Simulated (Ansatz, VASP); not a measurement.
## Al2Cu in VASP and in Ansatz

```
Al Cu
1.0
    -2.08818    2.08818    2.95300
     2.08818   -2.08818    2.95300
     2.08818    2.08818   -2.95300
Al Cu
2 1
Direct
  0.75000 0.25000 0.50000
  0.25000 0.75000 0.50000
  0.50000 0.50000 0.00000
```

Change from the starting cell: strain +0.030 along x and y, +0.030 along z, atoms carried along.

Alike in both runs: task single point; functional r2SCAN; k mesh 16 × 16 × 16; occupations gaussian, width 0.15 eV; no spin polarisation.

|  | VASP | Ansatz |
| --- | --- | --- |
| version | VASP 6.6.1 | Ansatz 0.2.0 |
| potentials or method | VASP PAW PBE potentials, release 64 (Al, Cu), cutoff 520 eV | scalar-relativistic, plane waves, PAW |
| valence electrons in the cell | 17 | 25 |

|  | VASP | Ansatz | Ansatz less VASP |
| --- | --- | --- | --- |
| gap on the k mesh at the Fermi level (eV) | none | none | - |
| pressure (GPa) | -7.8 | -7.8 | +0.05 |

VASP's potentials were made for PBE, not for r2SCAN. A gap of «none» marks a metal or a gap that the smearing closes. VASP's potentials hold 17 valence electrons a cell and Ansatz's 25, so a difference there can come from the potentials and not from the codes. Ansatz's warnings: near symmetry operations not taken.
